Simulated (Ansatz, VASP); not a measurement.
Two plane-wave programs on Mg2I

```
CELL_PARAMETERS angstrom
0.00000 3.39302 3.39302
3.39302 0.00000 3.39302
3.39302 3.39302 0.00000
ATOMIC_POSITIONS crystal
Mg 0.25000 0.25000 0.25000
Mg 0.75000 0.75000 0.75000
I 0.00000 0.00000 0.00000
```

Alike in both runs: task single point; functional PBE; k mesh 6 × 6 × 6; occupations gaussian, width 0.1 eV; no spin polarisation.

```csv
,VASP,Ansatz
version,VASP 6.6.1,Ansatz 0.2.0
potentials or method,"VASP PAW PBE potentials, release 64 (Mg, I), cutoff 520 eV","scalar-relativistic, plane waves, PAW"
valence electrons in the cell,11,37
```

```csv
,VASP,Ansatz,Ansatz less VASP
gap on the k mesh at the Fermi level (eV),none,none,-
pressure (GPa),9.9,10.0,+0.09
```

A gap of «none» marks a metal or a gap that the smearing closes. With one functional, cell and mesh, what is left measures potentials, basis and numerics. VASP's potentials hold 11 valence electrons a cell and Ansatz's 37, so a difference there can come from the potentials and not from the codes.

Neither program's run includes spin-orbit coupling.
